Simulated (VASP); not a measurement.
Set up this calculation in VASP 6.6.1, as the native input.

```
Task                   : relaxation of cell and atoms
Functional             : PBE
Potentials or basis    : VASP PAW PBE potentials, release 64 (Lu, Si, P)
Cutoff                 : 600 eV
k mesh                 : 3 × 3 × 4
Occupations            : gaussian, width 0.1 eV
Spin                   : no spin polarisation
Dipole correction      : no
Further INCAR settings : ALGO = Normal; EDIFF = 1e-07; IBRION = 2; EDIFFG = -0.04; NSW = 90; ISIF = 3
```

The structure of Lu2Si3P lies in POSCAR:

```
Lu2Si3P
1.0
    5.7958794300      0.0000000000      0.0000000000
   -2.8979397100      5.0193788200      0.0000000000
    0.0000000000      0.0000000000      3.8170810600
Lu Si P
2 3 1
Direct
    0.6666666700      0.3333333300      0.0000000000
    0.3333333300      0.6666666700      0.0000000000
    0.0000000000      0.5000000000      0.5000000000
    0.5000000000      0.5000000000      0.5000000000
    0.5000000000      0.0000000000      0.5000000000
    0.0000000000      0.0000000000      0.0000000000
```

The cell was generated, and may not be a known phase.

The input as run:

INCAR

```
ALGO = Normal
EDIFF = 1E-7
EDIFFG = -0.04
ENCUT = 600
GGA = PE
IBRION = 2
ISIF = 3
ISMEAR = 0
LASPH = T
LCHARG = F
LREAL = F
LWAVE = F
NELM = 100
NSW = 90
PREC = Accurate
SIGMA = 0.1
```

KPOINTS

```
k-points
0
Gamma
  3 3 4
```

Potentials or basis: VASP PAW PBE potentials, release 64 (Lu, Si, P).

Run with:

```bash
$ cat potpaw_PBE.64/Lu/POTCAR potpaw_PBE.64/Si/POTCAR potpaw_PBE.64/P/POTCAR > POTCAR
$ mpirun -np 1 vasp_std > vasp.out
```

It gave:

- Relaxed volume: 20.05 Å³/atom
- Relaxed cell: a = 5.360 Å, b = 5.360 Å, c = 4.835 Å, α = 90.00°, β = 90.00°, γ = 120.00°
- Space group after relaxing (to 0.1 Å): P6/mmm (No. 191)
- Energy gained by relaxing: 600.7 meV/atom
- Ionic steps: 8
- Pressure after relaxing: 0.1 GPa
- Band gap on the k mesh: zero (an odd number of electrons rules out a gap without spin polarisation)

Caveat: the k points lie up to 0.45 Å⁻¹ apart in the final cell, too coarse for converged energies and pressures of a metal; a cell axis changed by over 15 % at a fixed basis, so the end point is rough; spin-orbit coupling is left out, which moves the levels of the heavy elements.

Wall time 9.1 min on 1 thread of Intel(R) Xeon(R) Platinum 8259CL CPU @ 2.50GHz (Skylake/Cascade Lake) (shared host), peak memory 0.3 GiB.
